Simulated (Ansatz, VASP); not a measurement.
One calculation of ZnO, two programs

INCAR

```
ALGO     = Normal         # electronic algorithm
EDIFF    = 1E-7           # SCF threshold, eV
ENCUT    = 520            # plane-wave cutoff, eV
GGA      = PE             # functional
ISIF     = 2              # what is computed and relaxed
ISMEAR   = -1             # smearing method
LASPH    = T              # aspherical terms in the spheres
LCHARG   = F              # write CHGCAR
LREAL    = F              # projectors in reciprocal space
LWAVE    = F              # write WAVECAR
NBANDS   = 26             # bands
NELM     = 60             # most SCF steps
PREC     = Accurate       # precision mode
SIGMA    = 0.02           # smearing width, eV
```

Contents of KPOINTS:

```
k-points
0
Gamma
  12 12 6
```

File POSCAR:

```
ZnO
1.0
    3.2353408669      0.0000000000      0.0000000000
   -1.6176704335      2.8018873806      0.0000000000
    0.0000000000      0.0000000000      5.0025137583
Zn O
2 2
Direct
    0.3333333333      0.6666666667     -0.0083871209
    0.6666666667      0.3333333333      0.4916128791
    0.3333333333      0.6666666667      0.3833871209
    0.6666666667      0.3333333333      0.8833871209
```

Input for Ansatz:

```yaml
crystal:
  lattice:
    - [3.2353408669, 0.0, 0.0]
    - [-1.6176704335, 2.8018873806, 0.0]
    - [0.0, 0.0, 5.0025137583]
  atoms:
    - { symbol: Zn, position: [0.3333333333, 0.6666666667, -0.0083871209] }
    - { symbol: Zn, position: [0.6666666667, 0.3333333333, 0.4916128791] }
    - { symbol: O, position: [0.3333333333, 0.6666666667, 0.3833871209] }
    - { symbol: O, position: [0.6666666667, 0.3333333333, 0.8833871209] }
kpoints:
  mp_grid: { grid: [12, 12, 6] }
  band_path:
    path:
      - [0.0, 0.0, 0.0]
      - [0.5, 0.0, 0.0]
      - [0.3333333333, 0.3333333333, 0.0]
      - [0.0, 0.0, 0.5]
      - [0.5, 0.0, 0.5]
      - [0.3333333333, 0.3333333333, 0.5]
    npoints: 1
hamiltonian:
  xc: pbe
scf:
  occupations: { method: fermi_dirac, width: 0.02 }
  n_extra_bands: 5
output:
  forces: true
  stress: true
  eigenvalues: true
```

Change from the starting cell: uniaxial_z strain -4.0%.

Alike in both runs: task single point; functional PBE; k mesh 12 × 12 × 6; occupations fermi-dirac, width 0.02 eV; no spin polarisation.

```csv
,VASP,Ansatz
version,VASP 6.6.1,Ansatz 0.2.0
potentials or method,"VASP PAW PBE potentials, release 64 (Zn, O)","plane waves, PAW"
plane-wave cutoff (eV),520,420
valence electrons in the cell,36,36
```

Ansatz gave:

```
gap on the k mesh at the Fermi level (eV)                     : 0.91
pressure (GPa)                                                : 12.7
traceless stress, the component that is largest in VASP (GPa) : 2.25
rms of the force components (eV/Å)                            : 0.008
```

Task: Which values does VASP return?

Result: gap on the k mesh at the Fermi level (eV): 0.90; pressure (GPa): 14.0; traceless stress, the component that is largest in VASP (GPa): 2.22; rms of the force components (eV/Å): 0.012.

Atom by atom the forces differ by 0.004 eV/Å (rms over components).
